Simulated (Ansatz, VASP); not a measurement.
# BeS in VASP and in Ansatz

```
S Be
1.0
     0.00000    2.45691    2.45691
     2.45691    0.00000    2.45691
     2.45691    2.45691    0.00000
S Be
1 1
Direct
  0.75000 0.75000 0.75000
  0.00000 0.00000 0.00000
```

Change from the starting cell: volume scaled by 1.04.

Alike in both runs: task single point; functional LDA; k mesh 9 × 9 × 9; occupations fermi-dirac, width 0.05 eV; no spin polarisation.

|  | VASP | Ansatz |
| --- | --- | --- |
| version | VASP 6.6.1 | Ansatz 0.2.0 |
| potentials or method | VASP PAW LDA potentials, release 64 (S, Be), cutoff 520 eV | all-electron LAPW, scalar-relativistic |

```tsv
	VASP	Ansatz	Ansatz less VASP
gap on the k mesh at the Fermi level (eV)	3.08	3.07	-0.006
least direct gap on the mesh (eV)	5.35	5.33	-0.016
pressure (GPa)	-6.4	-6.5	-0.05
```

LDA's correlation is that of Perdew and Zunger in VASP and of Perdew and Wang (1992) in Ansatz. Ansatz ran all-electron here, and VASP with PAW potentials.
